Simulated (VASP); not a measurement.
A run of VASP 6.6.1:

The input INCAR:

```
SYSTEM = GaO3
ALGO     = Normal         ! electronic algorithm
EDIFF    = 1E-6           ! SCF threshold, eV
ENCUT    = 520            ! plane-wave cutoff, eV
GGA      = PE             ! functional
ISIF     = 2              ! what is computed and relaxed
ISMEAR   = 0              ! smearing method
LASPH    = .TRUE.         ! aspherical terms in the spheres
LCHARG   = .FALSE.        ! write CHGCAR
LREAL    = .FALSE.        ! projectors in reciprocal space
LWAVE    = .FALSE.        ! write WAVECAR
NBANDS   = 24             ! bands
NELM     = 100            ! most SCF steps
PREC     = Accurate       ! precision mode
SIGMA    = 0.1            ! smearing width, eV
```

KPOINTS

```
k-points
0
G
  16 16 16
  0 0 0
```

Contents of POSCAR:

```
GaO3
1.0
   -2.0806082193      2.0806082193      2.0806082193
    2.0806082193     -2.0806082193      2.0806082193
    2.0806082193      2.0806082193     -2.0806082193
Ga O
1 3
Direct
    0.0000000000      0.0000000000      0.0000000000
    0.0000000000      0.5000000000      0.5000000000
    0.5000000000      0.0000000000      0.5000000000
    0.5000000000      0.5000000000      0.0000000000
```

Potentials or basis: VASP PAW PBE potentials, release 64 (Ga_d, O).

Command:

```console
$ cat potpaw_PBE.64/Ga_d/POTCAR potpaw_PBE.64/O/POTCAR > POTCAR
$ mpirun -np 1 vasp_std > vasp.out
```

Hardware: 1 thread of AMD EPYC 7571 (shared host).

**Question.** Estimate the wall time of this run.

**Answer.** It took 4.4 min on 1 thread of AMD EPYC 7571, on a shared host, peak memory 0.2 GiB. Counts: scf iterations 13, k points 145.
